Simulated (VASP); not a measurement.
# SnO2 (Pm) in VASP: single point with PBE

Aim: the single point of SnO2 with PBE.

Program: VASP 6.6.1. These are calculated values, not measurements. Logs are shortened: lines on timing, memory, paths and dates and some standing lists are left out, and cuts for length are marked.

### 1 The cell of the first run

Symmetry: Pm, No. 6, monoclinic system. Conventional cell: a = 4.828 Å, b = 3.238 Å, c = 9.505 Å, α = 90.00°, β = 90.00°, γ = 90.00°. Within 2.8 Å of Sn (site symmetry m) lie 6 O at 2.09 Å. Within 2.8 Å of Sn (site symmetry m) lie 6 O at 2.09 Å. Sn (site symmetry m) has 6 O at 1.99 to 2.09 Å within 2.6 Å. Sn (site symmetry m) has 6 O at 2.09 Å within 2.8 Å. Within 3.0 Å of O (site symmetry m) lie 3 Sn at 2.09 Å and 9 O at 2.54 to 2.96 Å. O (site symmetry m) has 3 Sn at 2.09 Å and 1 O at 2.64 Å within 2.8 Å. Within 3.0 Å of O (site symmetry m) lie 3 Sn at 2.09 Å and 9 O at 2.64 to 2.96 Å. O (site symmetry m) has 3 Sn at 2.09 Å and 1 O at 2.64 Å within 2.8 Å.

### 2 Single point, PBE (the distance across one plane changed)

File INCAR:

```
SYSTEM = SnO2
ALGO     = Normal         ! electronic algorithm
EDIFF    = 1E-6           ! SCF threshold, eV
ENCUT    = 520            ! plane-wave cutoff, eV
GGA      = PE             ! functional
ISIF     = 2              ! what is computed and relaxed
ISMEAR   = 0              ! smearing method
LASPH    = .TRUE.         ! aspherical terms in the spheres
LCHARG   = .FALSE.        ! write CHGCAR
LREAL    = .FALSE.        ! projectors in reciprocal space
LWAVE    = .FALSE.        ! write WAVECAR
NBANDS   = 64             ! bands
NELM     = 60             ! most SCF steps
PREC     = Accurate       ! precision mode
SIGMA    = 0.05           ! smearing width, eV
```

File KPOINTS:

```
k-points
0
G
  6 8 3
  0 0 0
```

File POSCAR:

```
SnO2
1.0
    0.0000000000     -4.8277049970      0.0000000000
    0.0000000000      0.0000000000     -3.2379909379
    9.5054099939      0.0000000000      0.0000000000
Sn O
4 8
Direct
    1.0000000000      0.0000000000      0.7127223788
    1.0000000000      0.0000000000      0.2048321352
    0.5000000000      0.5000000000      0.9666675006
    0.5000000000      0.5000000000      0.4587772570
    0.6933949136      0.0000000000      0.8684441108
    0.6933949136      0.0000000000      0.3605538672
    0.1933949136      0.5000000000      0.8109457686
    0.1933949136      0.5000000000      0.3030555250
    0.3066050864      0.0000000000      0.0491104032
    0.3066050864      0.0000000000      0.5570006468
    0.8066050864      0.5000000000      0.1066087455
    0.8066050864      0.5000000000      0.6144989890
```

Potentials or basis: VASP PAW PBE potentials, release 64 (Sn_d, O).

On the command line:

```
> cat potpaw_PBE.64/Sn_d/POTCAR potpaw_PBE.64/O/POTCAR > POTCAR
> mpirun -np 1 vasp_std > vasp.out
```

OUTCAR:

```text
SYSTEM = SnO2
   EDIFF = 1E-6
   ENCUT = 520
   GGA = PE
   ISIF = 2
   ISMEAR = 0
   LASPH = .TRUE.
   LREAL = .FALSE.
   NELM = 60
   PREC = Accurate

 ion  position               nearest neighbor table
   1  0.000  0.000  0.713-   7 2.09   7 2.09  12 2.09  12 2.09   5 2.09  10 2.09
   2  0.000  0.000  0.205-  11 2.09  11 2.09   8 2.09   8 2.09   6 2.09   9 2.09   3 3.68   3 3.68
                             3 3.68   3 3.68
   3  0.500  0.500  0.967-  11 1.99   9 2.03   9 2.03   5 2.09   5 2.09   7 2.09   2 3.68   2 3.68
                             2 3.68   2 3.68
   4  0.500  0.500  0.459-  10 2.09  10 2.09   6 2.09   6 2.09  12 2.09   8 2.09
   5  0.693  0.000  0.868-   3 2.09   3 2.09   1 2.09
   6  0.693  0.000  0.361-   4 2.09   4 2.09   2 2.09
   7  0.193  0.500  0.811-   1 2.09   1 2.09   3 2.09
   8  0.193  0.500  0.303-   2 2.09   2 2.09   4 2.09
   9  0.307  0.000  0.049-   3 2.03   3 2.03   2 2.09
  10  0.307  0.000  0.557-   4 2.09   4 2.09   1 2.09
  11  0.807  0.500  0.107-   3 1.99   2 2.09   2 2.09
  12  0.807  0.500  0.614-   1 2.09   1 2.09   4 2.09

  LATTYP: Found a simple orthorhombic cell.
 ALAT       =     3.2379909379
 B/A-ratio  =     1.4909569204
 C/A-ratio  =     2.9355888192

  Lattice vectors:

 A1 = (   0.0000000000,   0.0000000000,   3.2379909379)
 A2 = (   0.0000000000,  -4.8277049970,   0.0000000000)
 A3 = (   9.5054099939,   0.0000000000,   0.0000000000)

Analysis of symmetry for initial positions (statically):
=====================================================================
 Subroutine PRICEL returns:
 Original cell was already a primitive cell.

 Routine SETGRP: Setting up the symmetry group for a
 simple orthorhombic supercell.

 Subroutine GETGRP returns: Found  2 space group operations
 (whereof  2 operations were pure point group operations)
 out of a pool of  8 trial point group operations.

The static configuration has the point symmetry C_1h.

Analysis of symmetry for dynamics (positions and initial velocities):
=====================================================================
 Subroutine PRICEL returns:
 Original cell was already a primitive cell.

 Routine SETGRP: Setting up the symmetry group for a
 simple orthorhombic supercell.

 Subroutine GETGRP returns: Found  2 space group operations
 (whereof  2 operations were pure point group operations)
 out of a pool of  8 trial point group operations.

The dynamic configuration has the point symmetry C_1h.

[... 123 lines left out ...]
   NFREE  =      0    steps in history (QN), initial steepest desc. (CG)
   ISIF   =      2    stress and relaxation
   ISYM   =      2    0-nonsym 1-usesym 2-fastsym
   POTIM  = 0.5000    time-step for ionic-motion
   TEBEG  =    0.0;   TEEND  =   0.0 temperature during run
   PSTRESS=    0.0 pullay stress
   NELECT =     104.0000    total number of electrons
   NUPDOWN=      -1.0000    fix difference up-down
   EMIN   =  10.00;   EMAX   =-10.00  energy-range for DOS
   EFERMI =   0.00;   METHOD = LEGACY
   ISMEAR =     0;   SIGMA  =   0.05  broadening in eV -4-tet -1-fermi 0-gaus
   EFERMI_NEDOS =   21; number of points for ismear=-14 and -15
   IALGO  =     38    algorithm
   IMIX   =      4    mixing-type and parameters
     AMIX     =   0.40;   BMIX     =  1.00
     AMIX_MAG =   1.60;   BMIX_MAG =  1.00
  volume/ion in A,a.u.               =      12.38        83.56
  Fermi-wavevector in a.u.,A,eV,Ry     =   1.453528  2.746771 28.745641  2.112745
  Thomas-Fermi vector in A             =   2.570784
   LORBIT       =      0    0 simple, 1 ext, 2 COOP (PROOUT), +10 PAW based schemes
   GGA     = PE    functional components
   LHFCALC =     F    Hartree Fock is set to
   AEXX    =    0.0000 exact exchange contribution
   IVDW    =     0    specifies the selected vdW correction
   LEPSILON=     F    determine dielectric tensor
   LRPA    =     F    only Hartree local field effects (RPA)
 non-spin polarized calculation
 Gauss-broadening in eV      SIGMA  =   0.05
  energy-cutoff  :      520.00
  volume of cell :      148.59
 maximum number of plane-waves:      4036
 NGX is ok and might be reduce to    36
   NGX = 17   NGY = 13   NGZ = 35

 number of electron     103.9999995 magnetization

 Free energy of the ion-electron system (eV)
  ---------------------------------------------------
  ext. energy  EPLUGINS =         0.00000000
  ---------------------------------------------------
  free energy    TOTEN  =       -74.42079977 eV

  energy without entropy =      -74.42079977  energy(sigma->0) =      -74.42079977

 E-fermi :   6.0397     XC(G=0): -11.0604

 val. band max:        5.7837579704   @ k =   0.0000   0.0000   0.0000
 cond. band min:       6.5126806596   @ k =   0.0000   0.0000   0.0000
 fundamental gap:      0.7289226892
 Fermi energy:         6.0396824886

 k-point     1 :       0.0000    0.0000    0.0000
  band No.  band energies     occupation
      1     -15.4278      2.00000
      2     -15.0474      2.00000
      3     -14.9631      2.00000
      4     -14.6890      2.00000
      5     -14.6387      2.00000
      6     -14.5663      2.00000
[... 1597 lines left out ...]
     63      16.5299      0.00000
     64      16.8315      0.00000

 [... further k-points ...]
[... 5 lines left out ...]
  --------------------------------------------------------------------------------------
  -------------------------------------------------------------------------------------
  Total        3.7737599      3.2183906      3.3491270     -0.5131774      0.0000000      0.0000000
  in kB       40.6909328     34.7026086     36.1122870     -5.5333851      0.0000000      0.0000000
  external PRESSURE =      37.1686095 kB  Pullay stress =       0.0000000 kB

 VOLUME and BASIS-vectors are now :
 -----------------------------------------------------------------------------
  energy-cutoff  :      520.00
  volume of cell :      148.59
      direct lattice vectors                 reciprocal lattice vectors
     0.000000000 -4.827704997  0.000000000     0.000000000 -0.207137760  0.000000000
     0.000000000  0.000000000 -3.237990938     0.000000000  0.000000000 -0.308833477
     9.505409994  0.000000000  0.000000000     0.105203247  0.000000000  0.000000000

 POSITION                                       TOTAL-FORCE (eV/Angst)
 -----------------------------------------------------------------------------------
      6.77472      0.00000      0.00000         0.322902      0.053104      0.000000
      1.94701      0.00000      0.00000         0.313641     -0.038592      0.000000
      9.18857     -2.41385     -1.61900        -2.150847      0.083400      0.000000
      4.36087     -2.41385     -1.61900         0.381718     -0.028812      0.000000
      8.25492     -3.34751      0.00000        -0.385181     -0.272121      0.000000
      3.42721     -3.34751      0.00000        -0.203977     -0.069780      0.000000
      7.70837     -0.93365     -1.61900        -0.223944      0.065882      0.000000
      2.88067     -0.93365     -1.61900        -0.141059     -0.004094      0.000000
      0.46681     -1.48020      0.00000         1.375844      1.003665      0.000000
      5.29452     -1.48020      0.00000        -0.155906     -0.046899      0.000000
      1.01336     -3.89405     -1.61900         1.066336     -0.826451      0.000000
      5.84106     -3.89405     -1.61900        -0.199526      0.080698      0.000000
 -----------------------------------------------------------------------------------
    total drift:                               -0.000507     -0.000040     -0.000000

  FREE ENERGIE OF THE ION-ELECTRON SYSTEM (eV)
  ---------------------------------------------------
  free  energy   TOTEN  =       -74.4207997651 eV

  energy  without entropy=      -74.4207997651  energy(sigma->0) =      -74.42079977
```

stdout:

```text
POSCAR found type information on POSCAR SnO
 POSCAR found :  2 types and      12 ions
 scaLAPACK will be used
 LDA part: xc-table for (Slater+PW92), standard interpolation
 POSCAR, INCAR and KPOINTS ok, starting setup
 FFT: planning ... GRIDC
 FFT: planning ... GRID_SOFT
 FFT: planning ... GRID
 WAVECAR not read
 entering main loop
```

Run time: 15 min. Hardware: 1 thread of Intel Xeon 8259CL, shared host; peak memory 0.42 GiB.

What came out:

```yaml
Free_energy: -74.4208 eV
Pressure: 3.7 GPa
Largest_force: 2.152 eV/Å
Band_gap_on_the_k_mesh: 0.73 eV
```

Forces on the atoms (eV/Å):
```
Sn   0.323  0.053  0.000
Sn   0.314 -0.039  0.000
Sn  -2.151  0.083  0.000
Sn   0.382 -0.029  0.000
O   -0.385 -0.272  0.000
O   -0.204 -0.070  0.000
O   -0.224  0.066  0.000
O   -0.141 -0.004  0.000
O    1.376  1.004  0.000
O   -0.156 -0.047  0.000
O    1.066 -0.826  0.000
O   -0.200  0.081  0.000
```

Caveat: the cell differs from its parent crystal (the distance across one plane changed); the cell stands under pressure; semilocal functionals underestimate gaps, and a narrow one can read as zero; spin-orbit coupling is left out, which moves the levels of the heavy elements; forces of over 1 eV/Å act on the atoms, so gaps and moduli don't describe the material at rest.
